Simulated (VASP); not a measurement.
# BaTe (P6_3/mmc) in VASP: settings compared

BaTe is run at these levels: PBE, LDA; tasks: single point.

Everything below comes from runs of VASP 6.6.1. Logs are shortened: lines on timing, memory, paths and dates and some standing lists are left out, and cuts for length are marked.

## (1) The cell of the first run

The structure is hexagonal, space group P6_3/mmc (No. 194). Conventional cell: a = 5.972 Å, b = 5.972 Å, c = 7.004 Å, α = 90.00°, β = 90.00°, γ = 120.00°. Ba (site symmetry -6m2) has 5 Te at 3.45 to 3.50 Å within 4.5 Å. Te (site symmetry -6m2) has 5 Ba at 3.45 to 3.50 Å within 4.5 Å.

## (2) Single point, PBE

Input file INCAR:

```
  PREC = Accurate
  ENCUT = 520
  EDIFF = 1E-7
  ISMEAR = 0
  SIGMA = 0.01
  LREAL = F
  LASPH = T
  NELM = 100
  ALGO = Normal
  ISIF = 2
  LWAVE = F
  LCHARG = F
  GGA = PE
  NBANDS = 24
```

Input file KPOINTS:

```
regular mesh
0
Gamma
  6 6 4
```

Input file POSCAR:

```
BaTe
1.0
    5.9721823866      0.0000000000      0.0000000000
   -2.9860911933      5.1720616628      0.0000000000
    0.0000000000      0.0000000000      7.0036862921
Ba Te
2 2
Direct
    0.3333333333      0.6666666667     -0.0625000000
    0.6666666667      0.3333333333      0.4375000000
    0.3333333333      0.6666666667      0.4375000000
    0.6666666667      0.3333333333      0.9375000000
```

Potentials or basis: VASP PAW PBE potentials, release 64 (Ba_sv, Te).

On the command line:

```sh
$ cat potpaw_PBE.64/Ba_sv/POTCAR potpaw_PBE.64/Te/POTCAR > POTCAR
$ mpirun -np 1 vasp_std > vasp.out
```

OUTCAR:

```text
PREC = Accurate
   ENCUT = 520
   EDIFF = 1E-7
   ISMEAR = 0
   LREAL = F
   LASPH = T
   NELM = 100
   ISIF = 2
   GGA = PE

 ion  position               nearest neighbor table
   1  0.333  0.667  0.938-   4 3.45   4 3.45   4 3.45   3 3.50   3 3.50
   2  0.667  0.333  0.438-   3 3.45   3 3.45   3 3.45   4 3.50   4 3.50
   3  0.333  0.667  0.438-   2 3.45   2 3.45   2 3.45   1 3.50   1 3.50
   4  0.667  0.333  0.938-   1 3.45   1 3.45   1 3.45   2 3.50   2 3.50

  LATTYP: Found a hexagonal cell.
 ALAT       =     5.9721823866
 C/A-ratio  =     1.1727180851

  Lattice vectors:

 A1 = (   5.9721823866,   0.0000000000,   0.0000000000)
 A2 = (  -2.9860911933,   5.1720616628,   0.0000000000)
 A3 = (   0.0000000000,   0.0000000000,   7.0036862921)

Analysis of symmetry for initial positions (statically):
=====================================================================
 Subroutine PRICEL returns:
 Original cell was already a primitive cell.

 Routine SETGRP: Setting up the symmetry group for a
 hexagonal supercell.

 Subroutine GETGRP returns: Found 24 space group operations
 (whereof  6 operations were pure point group operations)
 out of a pool of 24 trial point group operations.

The static configuration has the point symmetry C_3v.
 The point group associated with its full space group is D_6h.

Analysis of symmetry for dynamics (positions and initial velocities):
=====================================================================
 Subroutine PRICEL returns:
 Original cell was already a primitive cell.

 Routine SETGRP: Setting up the symmetry group for a
 hexagonal supercell.

 Subroutine GETGRP returns: Found 24 space group operations
 (whereof  6 operations were pure point group operations)
 out of a pool of 24 trial point group operations.

The dynamic configuration has the point symmetry C_3v.
 The point group associated with its full space group is D_6h.

 Subroutine INISYM returns: Found 24 space group operations
 (whereof  6 operations are pure point group operations),
 and found     1 'primitive' translations

----------------------------------------------------------------------------------------

                                     Primitive cell

  volume of cell :     216.3333

  direct lattice vectors                    reciprocal lattice vectors
     5.972182387  0.000000000  0.000000000     0.167442977  0.096673248  0.000000000
    -2.986091193  5.172061663  0.000000000     0.000000000  0.193346496  0.000000000
     0.000000000  0.000000000  7.003686292     0.000000000  0.000000000  0.142781952

  length of vectors
     5.972182387  5.972182387  7.003686292     0.193346496  0.193346496  0.142781952

  position of ions in fractional coordinates (direct lattice)
     0.333333333  0.666666667  0.937500000
     0.666666667  0.333333333  0.437500000
     0.333333333  0.666666667  0.437500000
     0.666666667  0.333333333  0.937500000

  ion indices of the primitive-cell ions
   primitive index   ion index
                 1           1
                 2           2
                 3           3
                 4           4

----------------------------------------------------------------------------------------

 KPOINTS: regular mesh

Automatic generation of k-mesh.
 Grid dimensions read from file:
 generate k-points for:    6    6    4

 Generating k-lattice:

  Cartesian coordinates                     Fractional coordinates (reciprocal lattice)
     0.027907163  0.016112208  0.000000000     0.166666667  0.000000000  0.000000000
     0.000000000  0.032224416  0.000000000     0.000000000  0.166666667  0.000000000
     0.000000000  0.000000000  0.035695488     0.000000000  0.000000000  0.250000000

  Length of vectors
     0.032224416  0.032224416  0.035695488

  Shift w.r.t. Gamma in fractional coordinates (k-lattice)
     0.000000000  0.000000000  0.000000000

 Subroutine IBZKPT returns following result:
 ===========================================

 Found     21 irreducible k-points:

 Following reciprocal coordinates:
            Coordinates               Weight
  0.000000  0.000000  0.000000      1.000000
  0.166667  0.000000  0.000000      6.000000
  0.333333  0.000000  0.000000      6.000000
  0.500000 -0.000000  0.000000      3.000000
  0.166667  0.166667  0.000000      6.000000
  0.333333  0.166667  0.000000     12.000000
[... 13 lines left out ...]
  0.333333  0.166667  0.500000     12.000000
  0.333333  0.333333  0.500000      2.000000
   k-points           NKPTS =     21   k-points in BZ     NKDIM =     21   number of bands    NBANDS=     24
   number of dos      NEDOS =    301   number of ions     NIONS =      4
   total plane-waves  NPLWV = 124416
   dimension x,y,z NGX =    48 NGY =   48 NGZ =   54
   dimension x,y,z NGXF=    96 NGYF=   96 NGZF=  108
   ions per type =               2   2
   NGX,Y,Z   is equivalent  to a cutoff of  13.36, 13.36, 12.82 a.u.
   NGXF,Y,Z  is equivalent  to a cutoff of  26.72, 26.72, 25.64 a.u.
 SYSTEM =  unknown system
   PREC   = accura    normal or accurate (medium, high low for compatibility)
   ISTART =      0    job   : 0-new  1-cont  2-samecut
   ICHARG =      2    charge: 1-file 2-atom 10-const
   ISPIN  =      1    spin polarized calculation?
   LNONCOLLINEAR =      F non collinear calculations
   LSORBIT =      F    spin-orbit coupling
   LASPH  =      T    aspherical Exc in radial PAW
   ENCUT  =  520.0 eV  38.22 Ry    6.18 a.u.  11.10 11.10 13.02*2*pi/ulx,y,z
   NELM   =    100;   NELMIN=  2; NELMDL= -5     # of ELM steps
   EDIFF  = 0.1E-06   stopping-criterion for ELM
   LREAL  =      F    real-space projection
   EDIFFG = 0.1E-05   stopping-criterion for IOM
   NSW    =      0    number of steps for IOM
   IBRION =     -1    ionic relax: 0-MD 1-quasi-New 2-CG
   NFREE  =      0    steps in history (QN), initial steepest desc. (CG)
   ISIF   =      2    stress and relaxation
   ISYM   =      2    0-nonsym 1-usesym 2-fastsym
   POTIM  = 0.5000    time-step for ionic-motion
   TEBEG  =    0.0;   TEEND  =   0.0 temperature during run
   PSTRESS=    0.0 pullay stress
   NELECT =      32.0000    total number of electrons
   NUPDOWN=      -1.0000    fix difference up-down
   EMIN   =  10.00;   EMAX   =-10.00  energy-range for DOS
   EFERMI =   0.00;   METHOD = LEGACY
   ISMEAR =     0;   SIGMA  =   0.01  broadening in eV -4-tet -1-fermi 0-gaus
   EFERMI_NEDOS =   21; number of points for ismear=-14 and -15
   IALGO  =     38    algorithm
   IMIX   =      4    mixing-type and parameters
     AMIX     =   0.40;   BMIX     =  1.00
     AMIX_MAG =   1.60;   BMIX_MAG =  1.00
  volume/ion in A,a.u.               =      54.08       364.97
  Fermi-wavevector in a.u.,A,eV,Ry     =   0.865799  1.636123 10.199031  0.749608
  Thomas-Fermi vector in A             =   1.984095
   LORBIT       =      0    0 simple, 1 ext, 2 COOP (PROOUT), +10 PAW based schemes
   GGA     = PE    functional components
   LHFCALC =     F    Hartree Fock is set to
   AEXX    =    0.0000 exact exchange contribution
   IVDW    =     0    specifies the selected vdW correction
   LEPSILON=     F    determine dielectric tensor
   LRPA    =     F    only Hartree local field effects (RPA)
 non-spin polarized calculation
 Gauss-broadening in eV      SIGMA  =   0.01
  energy-cutoff  :      520.00
  volume of cell :      216.33
 maximum number of plane-waves:      5870
 NGX is ok and might be reduce to    48
   NGX = 23   NGY = 23   NGZ = 27

 number of electron      32.0000000 magnetization

 Free energy of the ion-electron system (eV)
  ---------------------------------------------------
  ext. energy  EPLUGINS =         0.00000000
  ---------------------------------------------------
  free energy    TOTEN  =       -16.77731566 eV

  energy without entropy =      -16.77731566  energy(sigma->0) =      -16.77731566

 E-fermi :   1.1236     XC(G=0):  -7.0802

 val. band max:        1.0176822621   @ k =   0.0000   0.0000   0.0000
 cond. band min:       2.9050045591   @ k =   0.3333   0.3333   0.0000
 fundamental gap:      1.8873222970
 Fermi energy:         1.1235546344

 k-point     1 :       0.0000    0.0000    0.0000
  band No.  band energies     occupation
      1     -26.2488      2.00000
      2     -26.2346      2.00000
      3     -11.5427      2.00000
      4     -11.5015      2.00000
      5     -11.5015      2.00000
      6     -11.4363      2.00000
[... 16 lines left out ...]
     23       5.5329      0.00000
     24       6.3379      0.00000

 k-point     2 :       0.1667    0.0000    0.0000
  band No.  band energies     occupation
      1     -26.2478      2.00000
      2     -26.2352      2.00000
      3     -11.5323      2.00000
      4     -11.5263      2.00000
      5     -11.5070      2.00000
      6     -11.4678      2.00000
[... 16 lines left out ...]
     23       5.7382      0.00000
     24       5.7596      0.00000

 k-point     3 :       0.3333    0.0000    0.0000
  band No.  band energies     occupation
      1     -26.2451      2.00000
      2     -26.2369      2.00000
      3     -11.5739      2.00000
      4     -11.5280      2.00000
      5     -11.5173      2.00000
      6     -11.5058      2.00000
[... 16 lines left out ...]
     23       5.4417      0.00000
     24       5.6913      0.00000
[... 433 lines left out ...]
 k-point    20 :       0.3333    0.1667    0.5000
  band No.  band energies     occupation
      1     -26.2408      2.00000
      2     -26.2408      2.00000
      3     -11.6810      2.00000
      4     -11.6810      2.00000
      5     -11.4841      2.00000
      6     -11.4841      2.00000
[... 16 lines left out ...]
     23       5.7315      0.00000
     24       5.7315      0.00000

 k-point    21 :       0.3333    0.3333    0.5000
  band No.  band energies     occupation
      1     -26.2406      2.00000
      2     -26.2406      2.00000
      3     -11.6927      2.00000
      4     -11.6927      2.00000
      5     -11.4902      2.00000
      6     -11.4902      2.00000
[... 16 lines left out ...]
     23       5.8981      0.00000
     24       5.8981      0.00000

------------------------ aborting loop because EDIFF is reached ----------------------------------------

  FORCE on cell =-STRESS in cart. coord.  units (eV):
  Direction    XX          YY          ZZ          XY          YZ          ZX
  --------------------------------------------------------------------------------------
  -------------------------------------------------------------------------------------
  Total        0.2959497      0.2959497      0.3666606      0.0000000      0.0000000      0.0000000
  in kB        2.1918206      2.1918206      2.7155100      0.0000000      0.0000000      0.0000000
  external PRESSURE =       2.3663837 kB  Pullay stress =       0.0000000 kB

 VOLUME and BASIS-vectors are now :
 -----------------------------------------------------------------------------
  energy-cutoff  :      520.00
  volume of cell :      216.33
      direct lattice vectors                 reciprocal lattice vectors
     5.972182387  0.000000000  0.000000000     0.167442977  0.096673248  0.000000000
    -2.986091193  5.172061663  0.000000000     0.000000000  0.193346496  0.000000000
     0.000000000  0.000000000  7.003686292     0.000000000  0.000000000  0.142781952

 POSITION                                       TOTAL-FORCE (eV/Angst)
 -----------------------------------------------------------------------------------
     -0.00000      3.44804      6.56596         0.000000     -0.000000     -0.000000
      2.98609      1.72402      3.06411        -0.000000      0.000000      0.000000
     -0.00000      3.44804      3.06411        -0.000000     -0.000000     -0.000000
      2.98609      1.72402      6.56596        -0.000000      0.000000     -0.000000
 -----------------------------------------------------------------------------------
    total drift:                               -0.000000      0.000000      0.000001

  FREE ENERGIE OF THE ION-ELECTRON SYSTEM (eV)
  ---------------------------------------------------
  free  energy   TOTEN  =       -16.7773156558 eV

  energy  without entropy=      -16.7773156558  energy(sigma->0) =      -16.77731566
```

Wall time 2.4 min (1 thread of Intel Xeon Platinum 8259CL at 2.50GHz (Skylake/Cascade Lake), shared host); peak memory 0.4 GiB.

Results:

```yaml
Free_energy: -16.7773 eV
Pressure: 0.2 GPa
Band_gap_on_the_k_mesh: 1.89 eV, indirect (least direct gap 2.17 eV)
```

Caveat: spin-orbit coupling is left out, which moves the levels of the heavy elements. A k mesh can miss the band edges.

## (3) Single point, LDA

Input file INCAR:

```
  PREC = Accurate
  ENCUT = 520
  EDIFF = 1E-6
  ISMEAR = 0
  SIGMA = 0.01
  LREAL = F
  LASPH = T
  NELM = 80
  ALGO = Normal
  ISIF = 2
  LWAVE = F
  LCHARG = F
  NBANDS = 24
```

Input file KPOINTS:

```
Automatic mesh
0
Gamma
  6 6 4
```

POSCAR is that of step 2.

Potentials or basis: VASP PAW LDA potentials, release 64 (Ba_sv, Te).

On the command line:

```sh
$ cat potpaw_LDA.64/Ba_sv/POTCAR potpaw_LDA.64/Te/POTCAR > POTCAR
$ mpirun -np 1 vasp_std > vasp.out
```

OUTCAR:

```text
PREC = Accurate
   ENCUT = 520
   EDIFF = 1E-6
   ISMEAR = 0
   LREAL = F
   LASPH = T
   NELM = 80
   ISIF = 2

 ion  position               nearest neighbor table
   1  0.333  0.667  0.938-   4 3.45   4 3.45   4 3.45   3 3.50   3 3.50
   2  0.667  0.333  0.438-   3 3.45   3 3.45   3 3.45   4 3.50   4 3.50
   3  0.333  0.667  0.438-   2 3.45   2 3.45   2 3.45   1 3.50   1 3.50
   4  0.667  0.333  0.938-   1 3.45   1 3.45   1 3.45   2 3.50   2 3.50

  LATTYP: Found a hexagonal cell.
 ALAT       =     5.9721823866
[... 762 lines left out ...]
  Direction    XX          YY          ZZ          XY          YZ          ZX
  --------------------------------------------------------------------------------------
  -------------------------------------------------------------------------------------
  Total       -1.9604576     -1.9604576     -2.4491593      0.0000000      0.0000000      0.0000000
  in kB      -14.5192638    -14.5192638    -18.1386175      0.0000000      0.0000000      0.0000000
  external PRESSURE =     -15.7257150 kB  Pullay stress =       0.0000000 kB

 VOLUME and BASIS-vectors are now :
 -----------------------------------------------------------------------------
  energy-cutoff  :      520.00
  volume of cell :      216.33
      direct lattice vectors                 reciprocal lattice vectors
     5.972182387  0.000000000  0.000000000     0.167442977  0.096673248  0.000000000
    -2.986091193  5.172061663  0.000000000     0.000000000  0.193346496  0.000000000
     0.000000000  0.000000000  7.003686292     0.000000000  0.000000000  0.142781952

 POSITION                                       TOTAL-FORCE (eV/Angst)
 -----------------------------------------------------------------------------------
     -0.00000      3.44804      6.56596         0.000000     -0.000000     -0.000000
      2.98609      1.72402      3.06411        -0.000000     -0.000000     -0.000000
     -0.00000      3.44804      3.06411         0.000000      0.000000     -0.000000
      2.98609      1.72402      6.56596         0.000000     -0.000000      0.000000
 -----------------------------------------------------------------------------------
    total drift:                               -0.000000      0.000000      0.000001

  FREE ENERGIE OF THE ION-ELECTRON SYSTEM (eV)
  ---------------------------------------------------
  free  energy   TOTEN  =       -18.4406690596 eV

  energy  without entropy=      -18.4406690596  energy(sigma->0) =      -18.44066906
```

OSZICAR:

```text
N       E                     dE             d eps       ncg     rms          rms(c)
DAV:   1     0.220448562071E+03    0.22045E+03   -0.12068E+04  1008   0.107E+03
DAV:   2     0.250930976006E+01   -0.21794E+03   -0.20718E+03  1320   0.205E+02
DAV:   3    -0.180030318197E+02   -0.20512E+02   -0.20397E+02  1448   0.692E+01
DAV:   4    -0.191500802922E+02   -0.11470E+01   -0.11457E+01  1680   0.139E+01
DAV:   5    -0.191717070561E+02   -0.21627E-01   -0.21625E-01  1288   0.202E+00    0.526E+00
DAV:   6    -0.185830925736E+02    0.58861E+00   -0.86618E-01  1432   0.296E+00    0.345E+00
DAV:   7    -0.184466184778E+02    0.13647E+00   -0.55335E-01  1272   0.234E+00    0.116E+00
DAV:   8    -0.184394833653E+02    0.71351E-02   -0.77253E-02  1304   0.101E+00    0.291E-01
DAV:   9    -0.184394099220E+02    0.73443E-04   -0.97158E-03  1328   0.351E-01    0.170E-01
DAV:  10    -0.184401377327E+02   -0.72781E-03   -0.86006E-04  1368   0.103E-01    0.603E-02
DAV:  11    -0.184406494699E+02   -0.51174E-03   -0.60550E-04  1208   0.916E-02    0.261E-02
DAV:  12    -0.184406621765E+02   -0.12707E-04   -0.43500E-05  1448   0.244E-02    0.108E-02
DAV:  13    -0.184406691752E+02   -0.69987E-05   -0.10625E-05  1160   0.111E-02    0.700E-03
DAV:  14    -0.184406690596E+02    0.11558E-06   -0.30124E-06  1152   0.579E-03
   1 F= -.18440669E+02 E0= -.18440669E+02  d E =-.191155E-57
```

stdout:

```text
POSCAR found type information on POSCAR BaTe
 POSCAR found :  2 types and       4 ions
 scaLAPACK will be used
 LDA part: xc-table for (Slater(with rela. corr.)+CA(PZ))
 , standard interpolation
 POSCAR, INCAR and KPOINTS ok, starting setup
 FFT: planning ... GRIDC
 FFT: planning ... GRID_SOFT
 FFT: planning ... GRID
 WAVECAR not read
 entering main loop
```

Wall time 1.7 min (1 thread of Intel Xeon Platinum 8259CL at 2.50GHz (Skylake/Cascade Lake), shared host); peak memory 0.33 GiB.

Results:

| Quantity | Value |
| --- | --- |
| Free energy | -18.4407 eV |
| Pressure | -1.6 GPa |
| Band gap on the k mesh | 1.75 eV, indirect (least direct gap 2.03 eV) |

Caveat: spin-orbit coupling is left out, which moves the levels of the heavy elements. A k mesh can miss the band edges.
